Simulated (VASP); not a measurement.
Write the native input for VASP 6.6.1 that does the following.

| Quantity | Value |
| --- | --- |
| Task | single point |
| Functional | PBEsol |
| Potentials or basis | VASP PAW PBE potentials, release 64 (Ir) |
| Cutoff | 520 eV |
| k mesh | 18 × 18 × 12 |
| Occupations | gaussian, width 0.15 eV |
| Spin | no spin polarisation |
| Dipole correction | no |
| Further INCAR settings | ALGO = Fast; EDIFF = 1e-07; NBANDS = 16 |

The structure of Ir lies in POSCAR:

```
Ir
1.0
    2.7513778946      0.0000000000      0.0000000000
   -1.3756889473      2.3827631521      0.0000000000
    0.0000000000      0.0000000000      4.4622900000
Ir
2
Direct
    0.6793176446      0.5221897036      0.7500000000
    0.3333333333      0.6666666667      0.2500000000
```

This cell differs from its parent crystal: atom 1 (Ir) moved by (-0.225, +0.450) A along x and y.

The input as run:

INCAR

```
SYSTEM = Ir
ALGO = Fast
EDIFF = 1E-7
ENCUT = 520
GGA = PS
ISIF = 2
ISMEAR = 0
LASPH = .TRUE.
LCHARG = .FALSE.
LREAL = .FALSE.
LWAVE = .FALSE.
NBANDS = 16
NELM = 100
PREC = Accurate
SIGMA = 0.15
```

KPOINTS

```
k-points
0
G
  18 18 12
  0 0 0
```

Potentials or basis: VASP PAW PBE potentials, release 64 (Ir).

Run with:

```bash
$ cat potpaw_PBE.64/Ir/POTCAR > POTCAR
$ mpirun -np 1 vasp_std > vasp.out
```

It gave:

The pressure is -3.2 GPa, the largest force is 1.640 eV/Å and the band gap on the k mesh is zero (bands 9 and 10 overlap by 3.26 eV).

Caveat: the cell differs from its parent crystal (atom 1 (Ir) moved by (-0.225, +0.450) A along x and y); the stress differs along the axes, from -12 to 12 GPa; the PAW data sets were made with another functional, which shifts forces and pressure a little; spin-orbit coupling is left out, which moves the levels of the heavy elements.

It took 5.8 min on 1 thread of Intel(R) Xeon(R) 6975P-C (Granite Rapids) (shared host), peak memory 0.52 GiB.
